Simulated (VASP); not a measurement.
# WSe2 (P6_3/mmc) in VASP: further runs, part 2 of 2

VASP 6.6.1.

**4. Electric field gradients, PBE (19.45 Å³/atom)**

This run uses another cell than the first one, of 19.45 Å³/atom.

INCAR reads:

```
  ALGO = Normal
  EDIFF = 1E-8
  ENCUT = 520
  GGA = PE
  ISIF = 2
  ISMEAR = -1
  LASPH = T
  LCHARG = F
  LEFG = T
  LREAL = F
  LWAVE = F
  NBANDS = 35
  NELM = 80
  PREC = Accurate
  SIGMA = 0.08
```

KPOINTS reads:

```
k-points
0
Gamma
  11 11 3
```

POSCAR reads:

```
WSe2
1.0
    3.2455335613      0.0000000000      0.0000000000
   -1.6227667806      2.8107145128      0.0000000000
    0.0000000000      0.0000000000     12.7947082416
W Se
2 4
Direct
    0.3333333333      0.6666666667      0.2500000000
    0.6666666667      0.3333333333      0.7500000000
    0.3333333333      0.6666666667      0.6210000000
    0.6666666667      0.3333333333      0.1210000000
    0.3333333333      0.6666666667      0.8790000000
    0.6666666667      0.3333333333      0.3790000000
```

Potentials or basis: VASP PAW PBE potentials, release 64 (W_sv, Se).

Launch:

```console
$ cat potpaw_PBE.64/W_sv/POTCAR potpaw_PBE.64/Se/POTCAR > POTCAR
$ mpirun -np 1 vasp_std > vasp.out
```

OUTCAR:

```text
EDIFF = 1E-8
   ENCUT = 520
   GGA = PE
   ISIF = 2
   ISMEAR = -1
   LASPH = T
   LREAL = F
   NELM = 80
   PREC = Accurate

 ion  position               nearest neighbor table
   1  0.333  0.667  0.250-   4 2.50   6 2.50   4 2.50   6 2.50   4 2.50   6 2.50
   2  0.667  0.333  0.750-   3 2.50   5 2.50   3 2.50   5 2.50   3 2.50   5 2.50
   3  0.333  0.667  0.621-   2 2.50   2 2.50   2 2.50
   4  0.667  0.333  0.121-   1 2.50   1 2.50   1 2.50
   5  0.333  0.667  0.879-   2 2.50   2 2.50   2 2.50
   6  0.667  0.333  0.379-   1 2.50   1 2.50   1 2.50

  LATTYP: Found a hexagonal cell.
 ALAT       =     3.2455335613
 C/A-ratio  =     3.9422510968

  Lattice vectors:

 A1 = (   3.2455335613,   0.0000000000,   0.0000000000)
 A2 = (  -1.6227667806,   2.8107145128,   0.0000000000)
 A3 = (   0.0000000000,   0.0000000000,  12.7947082416)

Analysis of symmetry for initial positions (statically):
=====================================================================
[... 1128 lines left out ...]
      1.62277      0.93690      4.84919         0.000000      0.000000      0.944858
 -----------------------------------------------------------------------------------
    total drift:                               -0.000000      0.000000     -0.000000

  FREE ENERGIE OF THE ION-ELECTRON SYSTEM (eV)
  ---------------------------------------------------
  free  energy   TOTEN  =       -42.9084121330 eV

  energy  without entropy=      -42.9083068263  energy(sigma->0) =      -42.90835948

 Electric field gradients (V/A^2)
---------------------------------------------------------------------
 ion       V_xx      V_yy      V_zz      V_xy      V_xz      V_yz
---------------------------------------------------------------------
   1      80.250    80.251  -160.501     0.001     0.000    -0.000
   2      80.250    80.251  -160.501     0.001    -0.000     0.000
   3      40.885    40.885   -81.769     0.000     0.000    -0.000
   4      40.885    40.885   -81.769     0.000    -0.000     0.000
   5      40.885    40.885   -81.769     0.000    -0.000     0.000
   6      40.885    40.885   -81.769     0.000     0.000    -0.000
---------------------------------------------------------------------

 Electric field gradients after diagonalization (V/A^2)
 (convention: |V_zz| > |V_xx| > |V_yy|)
----------------------------------------------------------------------
 ion       V_xx      V_yy      V_zz     asymmetry (V_yy - V_xx)/ V_zz
----------------------------------------------------------------------
   1      80.252    80.250  -160.501       0.000
   2      80.252    80.250  -160.501       0.000
   3      40.885    40.885   -81.769       0.000
   4      40.885    40.885   -81.769       0.000
   5      40.885    40.885   -81.769       0.000
   6      40.885    40.885   -81.769       0.000
----------------------------------------------------------------------

           NMR quadrupolar parameters

 Cq : quadrupolar parameter    Cq=e*Q*V_zz/h
 eta: asymmetry parameters     (V_yy - V_xx)/ V_zz
 Q  : nuclear electric quadrupole moment in mb (millibarn)
----------------------------------------------------------------------
 ion       Cq(MHz)       eta       Q (mb)
----------------------------------------------------------------------
   1      -0.388       0.000       1.000
   2      -0.388       0.000       1.000
   3      -0.198       0.000       1.000
   4      -0.198       0.000       1.000
   5      -0.198       0.000       1.000
   6      -0.198       0.000       1.000
----------------------------------------------------------------------
```

Wall time 75 s (1 thread of Intel Xeon Platinum 8559C (Emerald Rapids), shared host); peak memory 0.27 GiB.

Results:

```
Free energy                             : -42.9084 eV
Pressure                                : 10.7 GPa
Largest force                           : 0.945 eV/Å
Band gap on the k mesh                  : 0.91 eV (least direct gap 1.84 eV)
Largest electric field gradient by atom : W -160.5; Se -81.8 V/Å²
```

Forces in eV/Å, atoms in the order of the input:
```
W    0.000  0.000  0.000
W    0.000  0.000  0.000
Se   0.000  0.000 -0.945
Se   0.000  0.000 -0.945
Se   0.000  0.000  0.945
Se   0.000  0.000  0.945
```

Electric field gradients, principal values (V/Å²):
```
atom   least  middle  greatest (by size)
 1 W  80.250  80.252            -160.501
 2 W  80.250  80.252            -160.501
3 Se  40.885  40.885             -81.769
4 Se  40.885  40.885             -81.769
5 Se  40.885  40.885             -81.769
6 Se  40.885  40.885             -81.769
```

Caveat: the cell stands under pressure; without QUAD_EFG the Cq values of the log hold for a quadrupole moment of 1 mb, not for the nuclei; spin-orbit coupling is left out, which moves the levels of the heavy elements; this functional lacks dispersion, which binds layers or chains, so the pressure and a relaxed spacing across them are unreliable.

**5. Electric field gradients, PBE (20.06 Å³/atom)**

This run uses another cell than the first one, of 20.06 Å³/atom.

INCAR reads:

```
SYSTEM = WSe2
  PREC = Accurate
  ENCUT = 520
  EDIFF = 1E-8
  ISMEAR = -1
  SIGMA = 0.08
  LREAL = .FALSE.
  LASPH = .TRUE.
  NELM = 60
  ALGO = Normal
  ISIF = 2
  LWAVE = .FALSE.
  LCHARG = .FALSE.
  GGA = PE
  LEFG = .TRUE.
  NBANDS = 35
```

KPOINTS reads:

```
Automatic mesh
0
G
  11 11 3
  0 0 0
```

POSCAR: that of step 4 with these lines changed.

```diff
@@ -2,5 +2,5 @@
 1.0
-    3.2455335613      0.0000000000      0.0000000000
-   -1.6227667806      2.8107145128      0.0000000000
-    0.0000000000      0.0000000000     12.7947082416
+    3.2789950290      0.0000000000      0.0000000000
+   -1.6394975145      2.8396929940      0.0000000000
+    0.0000000000      0.0000000000     12.9266217496
 W Se
```

Potentials or basis: VASP PAW PBE potentials, release 64 (W_sv, Se).

Launch:

```console
$ cat potpaw_PBE.64/W_sv/POTCAR potpaw_PBE.64/Se/POTCAR > POTCAR
$ mpirun -np 1 vasp_std > vasp.out
```

OUTCAR:

```text
SYSTEM = WSe2
   PREC = Accurate
   ENCUT = 520
   EDIFF = 1E-8
   ISMEAR = -1
   LREAL = .FALSE.
   LASPH = .TRUE.
   NELM = 60
   ISIF = 2
   GGA = PE

 ion  position               nearest neighbor table
   1  0.333  0.667  0.250-   4 2.52   6 2.52   4 2.52   6 2.52   4 2.52   6 2.52
   2  0.667  0.333  0.750-   3 2.52   5 2.52   3 2.52   5 2.52   3 2.52   5 2.52
   3  0.333  0.667  0.621-   2 2.52   2 2.52   2 2.52
   4  0.667  0.333  0.121-   1 2.52   1 2.52   1 2.52
   5  0.333  0.667  0.879-   2 2.52   2 2.52   2 2.52
   6  0.667  0.333  0.379-   1 2.52   1 2.52   1 2.52

  LATTYP: Found a hexagonal cell.
 ALAT       =     3.2789950290
 C/A-ratio  =     3.9422510968

  Lattice vectors:

 A1 = (   3.2789950290,   0.0000000000,   0.0000000000)
 A2 = (  -1.6394975145,   2.8396929940,   0.0000000000)
 A3 = (   0.0000000000,   0.0000000000,  12.9266217496)

Analysis of symmetry for initial positions (statically):
=====================================================================
 Subroutine PRICEL returns:
 Original cell was already a primitive cell.
[... 1127 lines left out ...]
 -----------------------------------------------------------------------------------
    total drift:                               -0.000000      0.000000     -0.000000

  FREE ENERGIE OF THE ION-ELECTRON SYSTEM (eV)
  ---------------------------------------------------
  free  energy   TOTEN  =       -43.0923304742 eV

  energy  without entropy=      -43.0922300933  energy(sigma->0) =      -43.09228028

 Electric field gradients (V/A^2)
---------------------------------------------------------------------
 ion       V_xx      V_yy      V_zz      V_xy      V_xz      V_yz
---------------------------------------------------------------------
   1      77.224    77.224  -154.448     0.001     0.000    -0.000
   2      77.224    77.224  -154.448     0.001    -0.000     0.000
   3      38.352    38.352   -76.704    -0.000    -0.000     0.000
   4      38.352    38.352   -76.704    -0.000     0.000    -0.000
   5      38.352    38.352   -76.704    -0.000     0.000    -0.000
   6      38.352    38.352   -76.704    -0.000    -0.000     0.000
---------------------------------------------------------------------

 Electric field gradients after diagonalization (V/A^2)
 (convention: |V_zz| > |V_xx| > |V_yy|)
----------------------------------------------------------------------
 ion       V_xx      V_yy      V_zz     asymmetry (V_yy - V_xx)/ V_zz
----------------------------------------------------------------------
   1      77.225    77.223  -154.448       0.000
   2      77.225    77.223  -154.448       0.000
   3      38.352    38.352   -76.704       0.000
   4      38.352    38.352   -76.704       0.000
   5      38.352    38.352   -76.704       0.000
   6      38.352    38.352   -76.704       0.000
----------------------------------------------------------------------

           NMR quadrupolar parameters

 Cq : quadrupolar parameter    Cq=e*Q*V_zz/h
 eta: asymmetry parameters     (V_yy - V_xx)/ V_zz
 Q  : nuclear electric quadrupole moment in mb (millibarn)
----------------------------------------------------------------------
 ion       Cq(MHz)       eta       Q (mb)
----------------------------------------------------------------------
   1      -0.373       0.000       1.000
   2      -0.373       0.000       1.000
   3      -0.185       0.000       1.000
   4      -0.185       0.000       1.000
   5      -0.185       0.000       1.000
   6      -0.185       0.000       1.000
----------------------------------------------------------------------
```

OSZICAR:

```text
N       E                     dE             d eps       ncg     rms          rms(c)
DAV:   1     0.502877031523E+03    0.50288E+03   -0.27967E+04  2472   0.145E+03
DAV:   2    -0.128061444419E+02   -0.51568E+03   -0.49806E+03  2609   0.392E+02
DAV:   3    -0.442701722591E+02   -0.31464E+02   -0.30935E+02  2738   0.910E+01
DAV:   4    -0.449502917379E+02   -0.68012E+00   -0.67647E+00  2665   0.138E+01
DAV:   5    -0.449590790436E+02   -0.87873E-02   -0.87811E-02  2729   0.169E+00    0.304E+01
DAV:   6    -0.434685001316E+02    0.14906E+01   -0.56105E+00  2509   0.158E+01    0.109E+01
DAV:   7    -0.432567815282E+02    0.21172E+00   -0.26325E+00  2351   0.784E+00    0.566E+00
DAV:   8    -0.430911046782E+02    0.16568E+00   -0.36294E-01  2491   0.417E+00    0.128E+00
DAV:   9    -0.430940138471E+02   -0.29092E-02   -0.58350E-02  2601   0.117E+00    0.902E-01
DAV:  10    -0.430923650629E+02    0.16488E-02   -0.13189E-02  2457   0.776E-01    0.138E-01
DAV:  11    -0.430923717674E+02   -0.67045E-05   -0.17118E-03  2497   0.268E-01    0.186E-01
DAV:  12    -0.430923275902E+02    0.44177E-04   -0.65861E-05  2602   0.528E-02    0.113E-01
DAV:  13    -0.430923293527E+02   -0.17624E-05   -0.75968E-05  2467   0.519E-02    0.975E-03
DAV:  14    -0.430923302858E+02   -0.93316E-06   -0.64799E-06  2721   0.129E-02    0.824E-03
DAV:  15    -0.430923303528E+02   -0.66937E-07   -0.56298E-07  2608   0.389E-03    0.721E-03
DAV:  16    -0.430923304693E+02   -0.11651E-06   -0.16949E-07  2470   0.209E-03    0.229E-03
DAV:  17    -0.430923304742E+02   -0.49376E-08   -0.35926E-08  2352   0.997E-04
   1 F= -.43092330E+02 E0= -.43092280E+02  d E =-.100381E-03
```

stdout:

```text
POSCAR found type information on POSCAR W Se
 POSCAR found :  2 types and       6 ions
 scaLAPACK will be used
 LDA part: xc-table for (Slater+PW92), standard interpolation
 POSCAR, INCAR and KPOINTS ok, starting setup
 FFT: planning ... GRIDC
 FFT: planning ... GRID_SOFT
 FFT: planning ... GRID
 WAVECAR not read
 entering main loop
ion   1

ion   2

ion   3

ion   4

ion   5

ion   6
```

It took 68 s on 1 thread of Intel Xeon Platinum 8559C (Emerald Rapids), shared host; peak memory 0.29 GiB.

Results:

```
Free energy                             : -43.0923 eV
Pressure                                : 5.6 GPa
Largest force                           : 0.389 eV/Å
Band gap on the k mesh                  : 0.94 eV (least direct gap 1.76 eV)
Largest electric field gradient by atom : W -154.4; Se -76.7 V/Å²
```

Forces in eV/Å, atoms in the order of the input:
```
W    0.000  0.000  0.000
W    0.000  0.000  0.000
Se   0.000  0.000 -0.389
Se   0.000  0.000 -0.389
Se   0.000  0.000  0.389
Se   0.000  0.000  0.389
```

Levels at points of the mesh, in eV from the valence-band top:
| k point | band 23 | band 24 | band 25 | band 26 | band 27 | band 28 | band 29 | band 30 |
| --- | --- | --- | --- | --- | --- | --- | --- | --- |
| (0.00, 0.00, 0.00) | -1.53 | -1.14 | -1.07 | 0.00 | 2.66 | 2.66 | 2.71 | 2.71 |

Electric field gradients, principal values (V/Å²):
| atom | least | middle | greatest (by size) |
| --- | --- | --- | --- |
| 1 W | 77.223 | 77.225 | -154.448 |
| 2 W | 77.223 | 77.225 | -154.448 |
| 3 Se | 38.352 | 38.352 | -76.704 |
| 4 Se | 38.352 | 38.352 | -76.704 |
| 5 Se | 38.352 | 38.352 | -76.704 |
| 6 Se | 38.352 | 38.352 | -76.704 |

Caveat: the cell stands under pressure; without QUAD_EFG the Cq values of the log hold for a quadrupole moment of 1 mb, not for the nuclei; spin-orbit coupling is left out, which moves the levels of the heavy elements; this functional lacks dispersion, which binds layers or chains, so the pressure and a relaxed spacing across them are unreliable. A k mesh can miss the band edges.

**6. The runs side by side**

| cell | gap on the mesh (eV) | pressure (GPa) | largest force (eV/Å) |
| --- | --- | --- | --- |
| a = 3.312, b = 3.312, c = 13.056 Å, angles 90.0, 90.0, 120.0°, 6 atoms | 0.96 | 1.2 | 0.11 |
| a = 3.355, b = 3.355, c = 13.224 Å, angles 90.0, 90.0, 120.0°, 6 atoms | 0.99 | -3.6 | 0.68 |
| a = 3.246, b = 3.246, c = 12.795 Å, angles 90.0, 90.0, 120.0°, 6 atoms | 0.91 | 10.7 | 0.94 |
| a = 3.279, b = 3.279, c = 12.927 Å, angles 90.0, 90.0, 120.0°, 6 atoms | 0.94 | 5.6 | 0.39 |

Alike in all rows: task electric field gradients; level PBE; potentials or basis VASP PAW PBE potentials, release 64 (W_sv, Se); no spin polarisation; k mesh 11 × 11 × 3; cutoff (eV) 520; smearing fermi-dirac 0.08 eV.

Caveats: spin-orbit coupling is left out, which moves the levels of the heavy elements; this functional lacks dispersion, which binds layers or chains, so the pressure and a relaxed spacing across them are unreliable; the cell stands under pressure (at least some runs); the cell stands under tension (at least some runs).

Total energies depend on the potentials used, so only differences within one code and one set of settings carry meaning.
